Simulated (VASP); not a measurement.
# SnSe2 (P-3m1) in VASP: a series of runs

Runs on SnSe2. Level: PBEsol. Tasks: single point.

All numbers are computed with VASP 6.6.1; they aren't measurements. Logs are shortened: lines on timing, memory, paths and dates and some standing lists are left out, and cuts for length are marked.

## (1) The cell of the first run

The structure is trigonal, space group P-3m1 (No. 164). Conventional cell: a = 3.842 Å, b = 3.842 Å, c = 6.486 Å, α = 90.00°, β = 90.00°, γ = 120.00°. Sn (site symmetry -3m) has 6 Se at 2.72 Å within 3.6 Å. Within 3.6 Å of Se (site symmetry 3m) lie 3 Sn at 2.72 Å.

## (2) Single point, PBEsol

INCAR

```
  PREC = Accurate
  ENCUT = 520
  EDIFF = 1E-7
  ISMEAR = 0
  SIGMA = 0.1
  LREAL = False
  LASPH = True
  NELM = 60
  ALGO = Normal
  ISIF = 2
  LWAVE = False
  LCHARG = True
  GGA = PS
  LELF = True
  LVHAR = True
  NBANDS = 20
```

KPOINTS

```
regular mesh
0
Gamma
  6 6 4
```

POSCAR

```
SnSe2
1.0
    3.8418991364      0.0000000000      0.0000000000
   -1.9209495682      3.3271822509      0.0000000000
    0.0000000000      0.0000000000      6.4858801000
Sn Se
1 2
Direct
    0.0000000000      0.0000000000      0.0000000000
    0.6666666700      0.3333333300      0.7570988600
    0.3333333300      0.6666666700      0.2429011400
```

Potentials or basis: VASP PAW PBE potentials, release 64 (Sn_d, Se).

Run with:

```sh
cat potpaw_PBE.64/Sn_d/POTCAR potpaw_PBE.64/Se/POTCAR > POTCAR
mpirun -np 1 vasp_std > vasp.out
```

OUTCAR:

```text
PREC = Accurate
   ENCUT = 520
   EDIFF = 1E-7
   ISMEAR = 0
   LREAL = False
   LASPH = True
   NELM = 60
   ISIF = 2
   GGA = PS

 ion  position               nearest neighbor table
   1  0.000  0.000  0.000-   2 2.72   3 2.72   2 2.72   3 2.72   2 2.72   3 2.72
   2  0.667  0.333  0.757-   1 2.72   1 2.72   1 2.72
   3  0.333  0.667  0.243-   1 2.72   1 2.72   1 2.72

  LATTYP: Found a hexagonal cell.
 ALAT       =     3.8418991364
 C/A-ratio  =     1.6881963502

  Lattice vectors:

 A1 = (   3.8418991364,   0.0000000000,   0.0000000000)
 A2 = (  -1.9209495682,   3.3271822509,   0.0000000000)
 A3 = (   0.0000000000,   0.0000000000,   6.4858801000)

Analysis of symmetry for initial positions (statically):
=====================================================================
 Subroutine PRICEL returns:
 Original cell was already a primitive cell.

 Routine SETGRP: Setting up the symmetry group for a
 hexagonal supercell.

 Subroutine GETGRP returns: Found 12 space group operations
 (whereof 12 operations were pure point group operations)
 out of a pool of 24 trial point group operations.

The static configuration has the point symmetry D_3d.

Analysis of symmetry for dynamics (positions and initial velocities):
=====================================================================
 Subroutine PRICEL returns:
 Original cell was already a primitive cell.

 Routine SETGRP: Setting up the symmetry group for a
 hexagonal supercell.

 Subroutine GETGRP returns: Found 12 space group operations
 (whereof 12 operations were pure point group operations)
 out of a pool of 24 trial point group operations.

The dynamic configuration has the point symmetry D_3d.

 Subroutine INISYM returns: Found 12 space group operations
 (whereof 12 operations are pure point group operations),
 and found     1 'primitive' translations

----------------------------------------------------------------------------------------

                                     Primitive cell

  volume of cell :      82.9071

  direct lattice vectors                    reciprocal lattice vectors
     3.841899136  0.000000000  0.000000000     0.260287937  0.150277310  0.000000000
    -1.920949568  3.327182251  0.000000000     0.000000000  0.300554621  0.000000000
     0.000000000  0.000000000  6.485880100     0.000000000  0.000000000  0.154181080

  length of vectors
     3.841899136  3.841899136  6.485880100     0.300554621  0.300554621  0.154181080

  position of ions in fractional coordinates (direct lattice)
     0.000000000  0.000000000  0.000000000
     0.666666670  0.333333330  0.757098860
     0.333333330  0.666666670  0.242901140

  ion indices of the primitive-cell ions
   primitive index   ion index
                 1           1
                 2           2
                 3           3

----------------------------------------------------------------------------------------

 KPOINTS: regular mesh

Automatic generation of k-mesh.
 Grid dimensions read from file:
 generate k-points for:    6    6    4

 Generating k-lattice:

  Cartesian coordinates                     Fractional coordinates (reciprocal lattice)
     0.043381323  0.025046218  0.000000000     0.166666667  0.000000000  0.000000000
     0.000000000  0.050092437  0.000000000     0.000000000  0.166666667  0.000000000
     0.000000000  0.000000000  0.038545270     0.000000000  0.000000000  0.250000000

  Length of vectors
     0.050092437  0.050092437  0.038545270

  Shift w.r.t. Gamma in fractional coordinates (k-lattice)
     0.000000000  0.000000000  0.000000000

 Subroutine IBZKPT returns following result:
 ===========================================

 Found     24 irreducible k-points:

 Following reciprocal coordinates:
            Coordinates               Weight
  0.000000  0.000000  0.000000      1.000000
  0.166667  0.000000  0.000000      6.000000
  0.333333  0.000000  0.000000      6.000000
  0.500000  0.000000  0.000000      3.000000
  0.166667  0.166667  0.000000      6.000000
  0.333333  0.166667  0.000000     12.000000
[... 16 lines left out ...]
  0.333333  0.166667  0.500000     12.000000
  0.333333  0.333333  0.500000      2.000000
   k-points           NKPTS =     24   k-points in BZ     NKDIM =     24   number of bands    NBANDS=     20
   number of dos      NEDOS =    301   number of ions     NIONS =      3
   total plane-waves  NPLWV =  43200
   dimension x,y,z NGX =    30 NGY =   30 NGZ =   48
   dimension x,y,z NGXF=    60 NGYF=   60 NGZF=   96
   ions per type =               1   2
   NGX,Y,Z   is equivalent  to a cutoff of  12.98, 12.98, 12.30 a.u.
   NGXF,Y,Z  is equivalent  to a cutoff of  25.96, 25.96, 24.61 a.u.
 SYSTEM =  unknown system
   PREC   = accura    normal or accurate (medium, high low for compatibility)
   ISTART =      0    job   : 0-new  1-cont  2-samecut
   ICHARG =      2    charge: 1-file 2-atom 10-const
   ISPIN  =      1    spin polarized calculation?
   LNONCOLLINEAR =      F non collinear calculations
   LSORBIT =      F    spin-orbit coupling
   LASPH  =      T    aspherical Exc in radial PAW
   ENCUT  =  520.0 eV  38.22 Ry    6.18 a.u.   7.14  7.14 12.06*2*pi/ulx,y,z
   NELM   =     60;   NELMIN=  2; NELMDL= -5     # of ELM steps
   EDIFF  = 0.1E-06   stopping-criterion for ELM
   LREAL  =      F    real-space projection
   EDIFFG = 0.1E-05   stopping-criterion for IOM
   NSW    =      0    number of steps for IOM
   IBRION =     -1    ionic relax: 0-MD 1-quasi-New 2-CG
   NFREE  =      0    steps in history (QN), initial steepest desc. (CG)
   ISIF   =      2    stress and relaxation
   ISYM   =      2    0-nonsym 1-usesym 2-fastsym
   POTIM  = 0.5000    time-step for ionic-motion
   TEBEG  =    0.0;   TEEND  =   0.0 temperature during run
   PSTRESS=    0.0 pullay stress
   NELECT =      26.0000    total number of electrons
   NUPDOWN=      -1.0000    fix difference up-down
   EMIN   =  10.00;   EMAX   =-10.00  energy-range for DOS
   EFERMI =   0.00;   METHOD = LEGACY
   ISMEAR =     0;   SIGMA  =   0.10  broadening in eV -4-tet -1-fermi 0-gaus
   EFERMI_NEDOS =   21; number of points for ismear=-14 and -15
   IALGO  =     38    algorithm
   IMIX   =      4    mixing-type and parameters
     AMIX     =   0.40;   BMIX     =  1.00
     AMIX_MAG =   1.60;   BMIX_MAG =  1.00
  volume/ion in A,a.u.               =      27.64       186.49
  Fermi-wavevector in a.u.,A,eV,Ry     =   1.112249  2.101846 16.831746  1.237098
  Thomas-Fermi vector in A             =   2.248821
   LORBIT       =      0    0 simple, 1 ext, 2 COOP (PROOUT), +10 PAW based schemes
   GGA     = PS    functional components
   LHFCALC =     F    Hartree Fock is set to
   AEXX    =    0.0000 exact exchange contribution
   IVDW    =     0    specifies the selected vdW correction
   LEPSILON=     F    determine dielectric tensor
   LRPA    =     F    only Hartree local field effects (RPA)
 non-spin polarized calculation
 Gauss-broadening in eV      SIGMA  =   0.10
  energy-cutoff  :      520.00
  volume of cell :       82.91
 maximum number of plane-waves:      2256
 NGX is ok and might be reduce to    30
   NGX = 15   NGY = 15   NGZ = 25

 number of electron      26.0000001 magnetization

 Free energy of the ion-electron system (eV)
  ---------------------------------------------------
  ext. energy  EPLUGINS =         0.00000000
  ---------------------------------------------------
  free energy    TOTEN  =       -12.95834942 eV

  energy without entropy =      -12.95834938  energy(sigma->0) =      -12.95834940

 E-fermi :   3.6242     XC(G=0):  -9.2710

 val. band max:        3.2727159777   @ k =   0.1667   0.0000   0.0000
 cond. band min:       3.9581150567   @ k =   0.5000   0.0000   0.5000
 fundamental gap:      0.6853990790
 Fermi energy:         3.6241575696

 k-point     1 :       0.0000    0.0000    0.0000
  band No.  band energies     occupation
      1     -17.7781      2.00000
      2     -17.7781      2.00000
      3     -17.7441      2.00000
      4     -17.7317      2.00000
      5     -17.7317      2.00000
      6     -10.3436      2.00000
[... 12 lines left out ...]
     19      12.1940      0.00000
     20      12.1940      0.00000

 k-point     2 :       0.1667    0.0000    0.0000
  band No.  band energies     occupation
      1     -17.7894      2.00000
      2     -17.7696      2.00000
      3     -17.7397      2.00000
      4     -17.7347      2.00000
      5     -17.7301      2.00000
      6     -10.0820      2.00000
[... 12 lines left out ...]
     19      11.5477      0.00000
     20      12.2796      0.00000

 k-point     3 :       0.3333    0.0000    0.0000
  band No.  band energies     occupation
      1     -17.8153      2.00000
      2     -17.7598      2.00000
      3     -17.7490      2.00000
      4     -17.7195      2.00000
      5     -17.7191      2.00000
      6      -9.3904      2.00000
[... 12 lines left out ...]
     19      12.0740      0.00000
     20      12.5611      0.00000

 k-point     4 :       0.5000    0.0000    0.0000
  band No.  band energies     occupation
      1     -17.8289      2.00000
      2     -17.7584      2.00000
      3     -17.7535      2.00000
      4     -17.7107      2.00000
      5     -17.7106      2.00000
      6      -8.8035      2.00000
[... 12 lines left out ...]
     19      12.7343      0.00000
     20      13.3150      0.00000

 k-point     5 :       0.1667    0.1667    0.0000
  band No.  band energies     occupation
      1     -17.8025      2.00000
      2     -17.7672      2.00000
      3     -17.7419      2.00000
      4     -17.7329      2.00000
      5     -17.7185      2.00000
      6      -9.5996      2.00000
[... 12 lines left out ...]
     19      10.4107      0.00000
     20      12.7879      0.00000

 k-point     6 :       0.3333    0.1667    0.0000
  band No.  band energies     occupation
      1     -17.8154      2.00000
      2     -17.7694      2.00000
      3     -17.7455      2.00000
      4     -17.7217      2.00000
      5     -17.7107      2.00000
      6      -8.8709      2.00000
[... 12 lines left out ...]
     19      11.7672      0.00000
     20      12.7584      0.00000

 k-point     7 :       0.3333    0.3333    0.0000
  band No.  band energies     occupation
      1     -17.7941      2.00000
      2     -17.7941      2.00000
      3     -17.7302      2.00000
      4     -17.7302      2.00000
      5     -17.7142      2.00000
      6      -8.3995      2.00000
[... 12 lines left out ...]
     19      11.6835      0.00000
     20      11.6835      0.00000
[... 277 lines left out ...]
 k-point    20 :       0.3333    0.0000    0.5000
  band No.  band energies     occupation
      1     -17.8154      2.00000
      2     -17.7598      2.00000
      3     -17.7490      2.00000
      4     -17.7195      2.00000
      5     -17.7190      2.00000
      6      -9.2988      2.00000
[... 12 lines left out ...]
     19      12.5204      0.00000
     20      12.8744      0.00000

 k-point    21 :       0.5000    0.0000    0.5000
  band No.  band energies     occupation
      1     -17.8290      2.00000
      2     -17.7584      2.00000
      3     -17.7535      2.00000
      4     -17.7107      2.00000
      5     -17.7107      2.00000
      6      -8.7442      2.00000
[... 12 lines left out ...]
     19      12.8177      0.00000
     20      13.3255      0.00000

 k-point    22 :       0.1667    0.1667    0.5000
  band No.  band energies     occupation
      1     -17.8026      2.00000
      2     -17.7672      2.00000
      3     -17.7419      2.00000
      4     -17.7329      2.00000
      5     -17.7185      2.00000
      6      -9.5016      2.00000
[... 12 lines left out ...]
     19      11.2603      0.00000
     20      12.3219      0.00000

 k-point    23 :       0.3333    0.1667    0.5000
  band No.  band energies     occupation
      1     -17.8154      2.00000
      2     -17.7694      2.00000
      3     -17.7455      2.00000
      4     -17.7217      2.00000
      5     -17.7107      2.00000
      6      -8.8055      2.00000
[... 12 lines left out ...]
     19      11.6237      0.00000
     20      12.8489      0.00000

 k-point    24 :       0.3333    0.3333    0.5000
  band No.  band energies     occupation
      1     -17.7942      2.00000
      2     -17.7942      2.00000
      3     -17.7302      2.00000
      4     -17.7302      2.00000
      5     -17.7141      2.00000
      6      -8.3923      2.00000
[... 12 lines left out ...]
     19      12.2176      0.00000
     20      12.2985      0.00000

------------------------ aborting loop because EDIFF is reached ----------------------------------------

  FORCE on cell =-STRESS in cart. coord.  units (eV):
  Direction    XX          YY          ZZ          XY          YZ          ZX
  --------------------------------------------------------------------------------------
  -------------------------------------------------------------------------------------
  Total       -0.4300285     -0.4300285     -0.1582261      0.0000000      0.0000000      0.0000000
  in kB       -8.3102933     -8.3102933     -3.0577158      0.0000000      0.0000000      0.0000000
  external PRESSURE =      -6.5594341 kB  Pullay stress =       0.0000000 kB

 VOLUME and BASIS-vectors are now :
 -----------------------------------------------------------------------------
  energy-cutoff  :      520.00
  volume of cell :       82.91
      direct lattice vectors                 reciprocal lattice vectors
     3.841899136  0.000000000  0.000000000     0.260287937  0.150277310  0.000000000
    -1.920949568  3.327182251  0.000000000     0.000000000  0.300554621  0.000000000
     0.000000000  0.000000000  6.485880100     0.000000000  0.000000000  0.154181080

 POSITION                                       TOTAL-FORCE (eV/Angst)
 -----------------------------------------------------------------------------------
      0.00000      0.00000      0.00000         0.000000      0.000000     -0.000000
      1.92095      1.10906      4.91045         0.000000      0.000000     -0.052037
     -0.00000      2.21812      1.57543        -0.000000     -0.000000      0.052037
 -----------------------------------------------------------------------------------
    total drift:                               -0.000000     -0.000000      0.000000

  FREE ENERGIE OF THE ION-ELECTRON SYSTEM (eV)
  ---------------------------------------------------
  free  energy   TOTEN  =       -12.9583494191 eV

  energy  without entropy=      -12.9583493828  energy(sigma->0) =      -12.95834940
```

It took 35 s on 1 thread of Intel Xeon Platinum 8488C (Sapphire Rapids), shared host; peak memory 0.21 GiB.

Results:

```yaml
Free_energy: -12.9583 eV
Pressure: -0.7 GPa
Largest_force: 0.052 eV/Å
Band_gap_on_the_k_mesh: 0.69 eV, indirect (least direct gap 1.11 eV)
```

Forces on the atoms (eV/Å):
```
Sn   0.000  0.000  0.000
Se   0.000  0.000 -0.052
Se   0.000  0.000  0.052
```

Caveat: the PAW data sets were made with another functional, which shifts forces and pressure a little; spin-orbit coupling is left out, which moves the levels of the heavy elements; this functional lacks dispersion, which binds the layers, so the pressure and a relaxed spacing across them are unreliable. A k mesh can miss the band edges.

(Part 1 of 2 ends here.)
